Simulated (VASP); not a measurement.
# BP (o.bA) (F-43m) in VASP: a series of runs

Runs on BP (o.bA). Level: PBE. Tasks: single point, relaxation of cell and atoms.

Program: VASP 6.6.1. These are calculated values, not measurements. Logs are shortened: lines on timing, memory, paths and dates and some standing lists are left out, and cuts for length are marked.

### Step 1. The cell of the first run

The structure is cubic, space group F-43m (No. 216). Conventional cell: a = 4.548 Å, b = 4.548 Å, c = 4.548 Å, α = 90.00°, β = 90.00°, γ = 90.00°. B (site symmetry -43m) has 4 P at 1.97 Å within 2.6 Å. P (site symmetry -43m) has 4 B at 1.97 Å within 2.6 Å.

### Step 2. Single point, PBE

INCAR reads:

```
SYSTEM = BP
PREC = Accurate
ENCUT = 500
EDIFF = 1E-6
ISMEAR = 0
SIGMA = 0.02
LREAL = .False.
LASPH = .True.
NELM = 120
ALGO = Normal
ISIF = 2
LWAVE = .False.
LCHARG = .False.
GGA = PE
NBANDS = 11
GGA_COMPAT = .False.
```

KPOINTS reads:

```
regular mesh
0
Gamma
  10 10 10
  0 0 0
```

POSCAR reads:

```
BP
1.0
    0.0000000000      2.2740785318      2.2740785318
    2.2740785318      0.0000000000      2.2740785318
    2.2740785318      2.2740785318      0.0000000000
B P
1 1
Direct
    0.0000000000      0.0000000000      0.0000000000
    0.2500000000      0.2500000000      0.2500000000
```

Potentials or basis: VASP PAW PBE potentials, release 64 (B, P).

Started as:

```sh
> cat potpaw_PBE.64/B/POTCAR potpaw_PBE.64/P/POTCAR > POTCAR
> mpirun -np 1 vasp_std > vasp.out
```

OUTCAR:

```text
SYSTEM = BP
   PREC = Accurate
   ENCUT = 500
   EDIFF = 1E-6
   ISMEAR = 0
   LREAL = .False.
   LASPH = .True.
   NELM = 120
   ISIF = 2
   GGA = PE

 ion  position               nearest neighbor table
   1  0.000  0.000  0.000-   2 1.97   2 1.97   2 1.97   2 1.97
   2  0.250  0.250  0.250-   1 1.97   1 1.97   1 1.97   1 1.97

  LATTYP: Found a face centered cubic cell.
 ALAT       =     4.5481570636

  Lattice vectors:

 A1 = (   0.0000000000,   2.2740785318,   2.2740785318)
 A2 = (   2.2740785318,   0.0000000000,   2.2740785318)
 A3 = (   2.2740785318,   2.2740785318,   0.0000000000)

Analysis of symmetry for initial positions (statically):
=====================================================================
 Subroutine PRICEL returns:
 Original cell was already a primitive cell.

 Routine SETGRP: Setting up the symmetry group for a
 face centered cubic supercell.

 Subroutine GETGRP returns: Found 24 space group operations
 (whereof 24 operations were pure point group operations)
 out of a pool of 48 trial point group operations.

The static configuration has the point symmetry T_d .

Analysis of symmetry for dynamics (positions and initial velocities):
=====================================================================
 Subroutine PRICEL returns:
 Original cell was already a primitive cell.

 Routine SETGRP: Setting up the symmetry group for a
 face centered cubic supercell.

 Subroutine GETGRP returns: Found 24 space group operations
 (whereof 24 operations were pure point group operations)
 out of a pool of 48 trial point group operations.

The dynamic configuration has the point symmetry T_d .

 Subroutine INISYM returns: Found 24 space group operations
 (whereof 24 operations are pure point group operations),
 and found     1 'primitive' translations

----------------------------------------------------------------------------------------

                                     Primitive cell

  volume of cell :      23.5205

  direct lattice vectors                    reciprocal lattice vectors
     0.000000000  2.274078532  2.274078532    -0.219869276  0.219869276  0.219869276
     2.274078532  0.000000000  2.274078532     0.219869276 -0.219869276  0.219869276
     2.274078532  2.274078532  0.000000000     0.219869276  0.219869276 -0.219869276

  length of vectors
     3.216032702  3.216032702  3.216032702     0.380824757  0.380824757  0.380824757

  position of ions in fractional coordinates (direct lattice)
     0.000000000  0.000000000  0.000000000
     0.250000000  0.250000000  0.250000000

  ion indices of the primitive-cell ions
   primitive index   ion index
                 1           1
                 2           2

----------------------------------------------------------------------------------------

 KPOINTS: regular mesh

Automatic generation of k-mesh.
 Grid dimensions read from file:
 generate k-points for:   10   10   10

 Generating k-lattice:

  Cartesian coordinates                     Fractional coordinates (reciprocal lattice)
    -0.021986928  0.021986928  0.021986928     0.100000000  0.000000000  0.000000000
     0.021986928 -0.021986928  0.021986928     0.000000000  0.100000000  0.000000000
     0.021986928  0.021986928 -0.021986928     0.000000000  0.000000000  0.100000000

  Length of vectors
     0.038082476  0.038082476  0.038082476

  Shift w.r.t. Gamma in fractional coordinates (k-lattice)
     0.000000000  0.000000000  0.000000000

 Subroutine IBZKPT returns following result:
 ===========================================

 Found     47 irreducible k-points:

 Following reciprocal coordinates:
            Coordinates               Weight
  0.000000  0.000000  0.000000      1.000000
  0.100000  0.000000  0.000000      8.000000
  0.200000  0.000000  0.000000      8.000000
  0.300000  0.000000  0.000000      8.000000
  0.400000  0.000000  0.000000      8.000000
  0.500000  0.000000  0.000000      4.000000
[... 16 lines left out ...]
  0.300000  0.300000  0.000000      6.000000
  0.400000  0.300000  0.000000     24.000000
 [... further k-points ...]
   k-points           NKPTS =     47   k-points in BZ     NKDIM =     47   number of bands    NBANDS=     11
   number of dos      NEDOS =    301   number of ions     NIONS =      2
   total plane-waves  NPLWV =  13824
   dimension x,y,z NGX =    24 NGY =   24 NGZ =   24
   dimension x,y,z NGXF=    48 NGYF=   48 NGZF=   48
   ions per type =               1   1
   NGX,Y,Z   is equivalent  to a cutoff of  12.41, 12.41, 12.41 a.u.
   NGXF,Y,Z  is equivalent  to a cutoff of  24.81, 24.81, 24.81 a.u.
 SYSTEM =  BP
   PREC   = accura    normal or accurate (medium, high low for compatibility)
   ISTART =      0    job   : 0-new  1-cont  2-samecut
   ICHARG =      2    charge: 1-file 2-atom 10-const
   ISPIN  =      1    spin polarized calculation?
   LNONCOLLINEAR =      F non collinear calculations
   LSORBIT =      F    spin-orbit coupling
   LASPH  =      T    aspherical Exc in radial PAW
   ENCUT  =  500.0 eV  36.75 Ry    6.06 a.u.   5.86  5.86  5.86*2*pi/ulx,y,z
   NELM   =    120;   NELMIN=  2; NELMDL= -5     # of ELM steps
   EDIFF  = 0.1E-05   stopping-criterion for ELM
   LREAL  =      F    real-space projection
   EDIFFG = 0.1E-04   stopping-criterion for IOM
   NSW    =      0    number of steps for IOM
   IBRION =     -1    ionic relax: 0-MD 1-quasi-New 2-CG
   NFREE  =      0    steps in history (QN), initial steepest desc. (CG)
   ISIF   =      2    stress and relaxation
   ISYM   =      2    0-nonsym 1-usesym 2-fastsym
   POTIM  = 0.5000    time-step for ionic-motion
   TEBEG  =    0.0;   TEEND  =   0.0 temperature during run
   PSTRESS=    0.0 pullay stress
   NELECT =       8.0000    total number of electrons
   NUPDOWN=      -1.0000    fix difference up-down
   EMIN   =  10.00;   EMAX   =-10.00  energy-range for DOS
   EFERMI =   0.00;   METHOD = LEGACY
   ISMEAR =     0;   SIGMA  =   0.02  broadening in eV -4-tet -1-fermi 0-gaus
   EFERMI_NEDOS =   21; number of points for ismear=-14 and -15
   IALGO  =     38    algorithm
   IMIX   =      4    mixing-type and parameters
     AMIX     =   0.40;   BMIX     =  1.00
     AMIX_MAG =   1.60;   BMIX_MAG =  1.00
  volume/ion in A,a.u.               =      11.76        79.36
  Fermi-wavevector in a.u.,A,eV,Ry     =   1.142763  2.159508 17.767936  1.305906
  Thomas-Fermi vector in A             =   2.279460
   LORBIT       =      0    0 simple, 1 ext, 2 COOP (PROOUT), +10 PAW based schemes
   GGA     = PE    functional components
   LHFCALC =     F    Hartree Fock is set to
   AEXX    =    0.0000 exact exchange contribution
   IVDW    =     0    specifies the selected vdW correction
   LEPSILON=     F    determine dielectric tensor
   LRPA    =     F    only Hartree local field effects (RPA)
 non-spin polarized calculation
 Gauss-broadening in eV      SIGMA  =   0.02
  energy-cutoff  :      500.00
  volume of cell :       23.52
 maximum number of plane-waves:       610
   NGX = 11   NGY = 11   NGZ = 11

 number of electron       8.0000000 magnetization

 Free energy of the ion-electron system (eV)
  ---------------------------------------------------
  ext. energy  EPLUGINS =         0.00000000
  ---------------------------------------------------
  free energy    TOTEN  =       -12.93057768 eV

  energy without entropy =      -12.93057768  energy(sigma->0) =      -12.93057768

 E-fermi :   7.4774     XC(G=0): -10.8784

 val. band max:        7.3537679251   @ k =   0.0000   0.0000   0.0000
 cond. band min:       8.6021447063   @ k =   0.4000   0.4000   0.0000
 fundamental gap:      1.2483767812
 Fermi energy:         7.4773570241

 k-point     1 :       0.0000    0.0000    0.0000
  band No.  band energies     occupation
      1      -8.0469      2.00000
      2       7.3538      2.00000
      3       7.3538      2.00000
      4       7.3538      2.00000
      5      10.7447      0.00000
      6      10.7447      0.00000
      7      10.7447      0.00000
      8      14.6262      0.00000
      9      18.8215      0.00000
     10      19.4634      0.00000
     11      19.4634      0.00000

 k-point     2 :       0.1000    0.0000    0.0000
  band No.  band energies     occupation
      1      -7.8677      2.00000
      2       6.0567      2.00000
      3       7.0608      2.00000
      4       7.0608      2.00000
      5      11.1505      0.00000
      6      11.1505      0.00000
      7      11.1747      0.00000
      8      15.1542      0.00000
      9      18.7838      0.00000
     10      18.7838      0.00000
     11      19.3866      0.00000

 k-point     3 :       0.2000    0.0000    0.0000
  band No.  band energies     occupation
      1      -7.3372      2.00000
      2       3.7249      2.00000
      3       6.5046      2.00000
      4       6.5046      2.00000
      5      11.3604      0.00000
      6      11.8677      0.00000
      7      11.8677      0.00000
      8      16.3467      0.00000
      9      18.1855      0.00000
     10      18.1855      0.00000
     11      20.2443      0.00000

 k-point     4 :       0.3000    0.0000    0.0000
  band No.  band energies     occupation
      1      -6.4854      2.00000
      2       1.3771      2.00000
      3       6.0176      2.00000
      4       6.0176      2.00000
      5      11.2596      0.00000
      6      12.2002      0.00000
      7      12.2002      0.00000
      8      17.2851      0.00000
      9      18.7549      0.00000
     10      18.7549      0.00000
     11      20.4970      0.00000
[... 239 lines left out ...]
 k-point    22 :      -0.2000    0.2000    0.0000
  band No.  band energies     occupation
      1      -6.1956      2.00000
      2       2.1208      2.00000
      3       3.2081      2.00000
      4       6.1159      2.00000
      5      11.8118      0.00000
      6      12.6527      0.00000
      7      13.7119      0.00000
      8      15.6462      0.00000
      9      16.8510      0.00000
     10      20.9213      0.00000
     11      23.0707      0.00000

 k-point    23 :       0.3000    0.3000    0.0000
  band No.  band energies     occupation
      1      -5.9445      2.00000
      2       2.5281      2.00000
      3       4.1528      2.00000
      4       4.1528      2.00000
      5       8.8832      0.00000
      6      11.2669      0.00000
      7      16.1771      0.00000
      8      16.1771      0.00000
      9      20.3260      0.00000
     10      21.7085      0.00000
     11      23.8091      0.00000

 k-point    24 :       0.4000    0.3000    0.0000
  band No.  band energies     occupation
      1      -5.1250      2.00000
      2       1.2082      2.00000
      3       3.3304      2.00000
      4       3.8596      2.00000
      5       9.1706      0.00000
      6      10.9788      0.00000
      7      16.7840      0.00000
      8      16.7992      0.00000
      9      21.2763      0.00000
     10      22.5778      0.00000
     11      24.3167      0.00000

 [... further k-points ...]
[... 5 lines left out ...]
  --------------------------------------------------------------------------------------
  -------------------------------------------------------------------------------------
  Total       -0.0289618     -0.0289618     -0.0289618      0.0000000     -0.0000000     -0.0000000
  in kB       -1.9728332     -1.9728332     -1.9728332      0.0000000     -0.0000000     -0.0000000
  external PRESSURE =      -1.9728332 kB  Pullay stress =       0.0000000 kB

 VOLUME and BASIS-vectors are now :
 -----------------------------------------------------------------------------
  energy-cutoff  :      500.00
  volume of cell :       23.52
      direct lattice vectors                 reciprocal lattice vectors
     0.000000000  2.274078532  2.274078532    -0.219869276  0.219869276  0.219869276
     2.274078532  0.000000000  2.274078532     0.219869276 -0.219869276  0.219869276
     2.274078532  2.274078532  0.000000000     0.219869276  0.219869276 -0.219869276

 POSITION                                       TOTAL-FORCE (eV/Angst)
 -----------------------------------------------------------------------------------
      0.00000      0.00000      0.00000         0.000000      0.000000      0.000000
      1.13704      1.13704      1.13704        -0.000000     -0.000000     -0.000000
 -----------------------------------------------------------------------------------
    total drift:                                0.000000      0.000000      0.000000

  FREE ENERGIE OF THE ION-ELECTRON SYSTEM (eV)
  ---------------------------------------------------
  free  energy   TOTEN  =       -12.9305776795 eV

  energy  without entropy=      -12.9305776795  energy(sigma->0) =      -12.93057768
```

Run time: 16 s. Hardware: 1 thread of AMD EPYC 7R13, shared host; peak memory 0.11 GiB.

Results:

- Free energy: -12.9306 eV
- Pressure: -0.2 GPa
- Band gap on the k mesh: 1.25 eV, indirect (least direct gap 3.39 eV)

Levels at points of the mesh, in eV from the valence-band top:
| k point | band 2 | band 3 | band 4 | band 5 | band 6 | band 7 |
| --- | --- | --- | --- | --- | --- | --- |
| (0.00, 0.00, 0.00) | 0.00 | 0.00 | 0.00 | 3.39 | 3.39 | 3.39 |
| (0.50, 0.00, 0.00) | -8.99 | -1.75 | -1.75 | 3.74 | 4.71 | 4.71 |
| (0.50, 0.50, 0.00) | -8.55 | -4.09 | -4.09 | 1.35 | 1.67 | 12.06 |

### Step 3. Single point, PBE

This run uses another cell than the first one, of 11.54 Å³/atom, 0.982 times its volume.

INCAR reads:

```
PREC = Accurate
ENCUT = 500
EDIFF = 1E-6
ISMEAR = 0
SIGMA = 0.1
LREAL = F
LASPH = T
NELM = 120
ALGO = Normal
ISIF = 2
LWAVE = F
LCHARG = F
GGA = PE
NBANDS = 11
GGA_COMPAT = F
```

KPOINTS reads:

```
regular mesh
0
Gamma
  8 8 8
```

POSCAR reads:

```
BP
1.0
    0.0000000000      2.2600000000      2.2600000000
    2.2600000000      0.0000000000      2.2600000000
    2.2600000000      2.2600000000      0.0000000000
B P
1 1
Direct
    0.0000000000      0.0000000000      0.0000000000
    0.2500000000      0.2500000000      0.2500000000
```

Potentials or basis: VASP PAW PBE potentials, release 64 (B, P).

Started as:

```sh
> cat potpaw_PBE.64/B/POTCAR potpaw_PBE.64/P/POTCAR > POTCAR
> mpirun -np 1 vasp_std > vasp.out
```

OUTCAR:

```text
PREC = Accurate
   ENCUT = 500
   EDIFF = 1E-6
   ISMEAR = 0
   LREAL = F
   LASPH = T
   NELM = 120
   ISIF = 2
   GGA = PE

 ion  position               nearest neighbor table
   1  0.000  0.000  0.000-   2 1.96   2 1.96   2 1.96   2 1.96
   2  0.250  0.250  0.250-   1 1.96   1 1.96   1 1.96   1 1.96

  LATTYP: Found a face centered cubic cell.
 ALAT       =     4.5200000000

  Lattice vectors:

 A1 = (   0.0000000000,   2.2600000000,   2.2600000000)
 A2 = (   2.2600000000,   0.0000000000,   2.2600000000)
 A3 = (   2.2600000000,   2.2600000000,   0.0000000000)
[... 511 lines left out ...]
      6      12.8152      0.00000
      7      15.9615      0.00000
      8      17.4404      0.00000
      9      18.0835      0.00000
     10      22.0764      0.00000
     11      24.5218      0.00000

 [... further k-points ...]
[... 5 lines left out ...]
  --------------------------------------------------------------------------------------
  -------------------------------------------------------------------------------------
  Total        0.4223815      0.4223815      0.4223815      0.0000000      0.0000000     -0.0000000
  in kB       29.3129902     29.3129902     29.3129902      0.0000000      0.0000000     -0.0000000
  external PRESSURE =      29.3129902 kB  Pullay stress =       0.0000000 kB

 VOLUME and BASIS-vectors are now :
 -----------------------------------------------------------------------------
  energy-cutoff  :      500.00
  volume of cell :       23.09
      direct lattice vectors                 reciprocal lattice vectors
     0.000000000  2.260000000  2.260000000    -0.221238938  0.221238938  0.221238938
     2.260000000  0.000000000  2.260000000     0.221238938 -0.221238938  0.221238938
     2.260000000  2.260000000  0.000000000     0.221238938  0.221238938 -0.221238938

 POSITION                                       TOTAL-FORCE (eV/Angst)
 -----------------------------------------------------------------------------------
      0.00000      0.00000      0.00000        -0.000000      0.000000     -0.000000
      1.13000      1.13000      1.13000         0.000000     -0.000000      0.000000
 -----------------------------------------------------------------------------------
    total drift:                                0.000000      0.000000      0.000000

  FREE ENERGIE OF THE ION-ELECTRON SYSTEM (eV)
  ---------------------------------------------------
  free  energy   TOTEN  =       -12.9248553264 eV

  energy  without entropy=      -12.9248553264  energy(sigma->0) =      -12.92485533
```

OSZICAR:

```text
N       E                     dE             d eps       ncg     rms          rms(c)
DAV:   1     0.903148149070E+01    0.90315E+01   -0.38769E+03   646   0.643E+02
DAV:   2    -0.130830567682E+02   -0.22115E+02   -0.20619E+02   870   0.107E+02
DAV:   3    -0.136566561439E+02   -0.57360E+00   -0.57276E+00   805   0.155E+01
DAV:   4    -0.136587825795E+02   -0.21264E-02   -0.21262E-02   737   0.112E+00
DAV:   5    -0.136587937526E+02   -0.11173E-04   -0.11173E-04   775   0.793E-02    0.733E+00
DAV:   6    -0.130269769604E+02    0.63182E+00   -0.14243E+00   713   0.519E+00    0.395E+00
DAV:   7    -0.129323024428E+02    0.94675E-01   -0.24486E-01   797   0.246E+00    0.134E+00
DAV:   8    -0.129243292964E+02    0.79731E-02   -0.27202E-02   745   0.942E-01    0.198E-01
DAV:   9    -0.129246473095E+02   -0.31801E-03   -0.70978E-04   727   0.181E-01    0.129E-01
DAV:  10    -0.129248435684E+02   -0.19626E-03   -0.24622E-04   717   0.986E-02    0.286E-02
DAV:  11    -0.129248543645E+02   -0.10796E-04   -0.11966E-05   810   0.226E-02    0.347E-02
DAV:  12    -0.129248553264E+02   -0.96188E-06   -0.48331E-06   704   0.107E-02
   1 F= -.12924855E+02 E0= -.12924855E+02  d E =-.243744E-10
```

Wall time 4.6 s (1 thread of Intel Xeon Platinum 8488C (Sapphire Rapids), shared host); peak memory 0.13 GiB.

What came out:

```
Free energy            : -12.9249 eV
Pressure               : 2.9 GPa
Band gap on the k mesh : 1.25 eV, indirect (least direct gap 3.42 eV)
```

Levels at points of the mesh, in eV from the valence-band top:
```tsv
k point	band 2	band 3	band 4	band 5	band 6	band 7
(0.00, 0.00, 0.00)	0.00	0.00	0.00	3.42	3.42	3.42
(0.50, 0.00, 0.00)	-9.12	-1.77	-1.77	3.85	4.72	4.72
(0.50, 0.50, 0.00)	-8.65	-4.16	-4.16	1.31	1.65	12.24
```

(Continued in part 2 of 2.)
